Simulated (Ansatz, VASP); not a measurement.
# Two plane-wave programs on TaN

```
Ta N
1.0
     2.93800    0.00000    0.00000
    -1.46900    2.54438    0.00000
     0.00000    0.00000    2.88300
Ta N
1 1
Direct
  0.33333 0.66667 0.50000
  0.00000 0.00000 0.89594
```

Change from the starting cell: all N atoms moved -0.300 Å, as atom 2 along Cartesian [0 0 1].

Alike in both runs: task single point; functional PBEsol; k mesh 18 × 18 × 16; occupations gaussian, width 0.15 eV; no spin polarisation.

|  | VASP | Ansatz |
| --- | --- | --- |
| version | VASP 6.6.1 | Ansatz 0.2.0 |
| potentials or method | VASP PAW PBE potentials, release 64 (Ta_sv_GW, N), cutoff 700 eV | scalar-relativistic, plane waves, PAW |
| valence electrons in the cell | 18 | 18 |

Ansatz gave:

* gap on the k mesh at the Fermi level (eV): none
* pressure (GPa): 13.8
* traceless stress, the component that is largest in VASP (GPa): -0.11
* rms of the force components (eV/Å): 2.722

Which values does VASP return?

gap on the k mesh at the Fermi level (eV): none; pressure (GPa): 14.0; traceless stress, the component that is largest in VASP (GPa): -0.13; rms of the force components (eV/Å): 2.739.

VASP's potentials were made for PBE, not for PBEsol. Atom by atom the forces differ by 0.017 eV/Å (rms over components). A gap of «none» marks a metal or a gap that the smearing closes. With one functional, cell and mesh, what is left measures potentials, basis and numerics.

Neither program's run includes spin-orbit coupling.
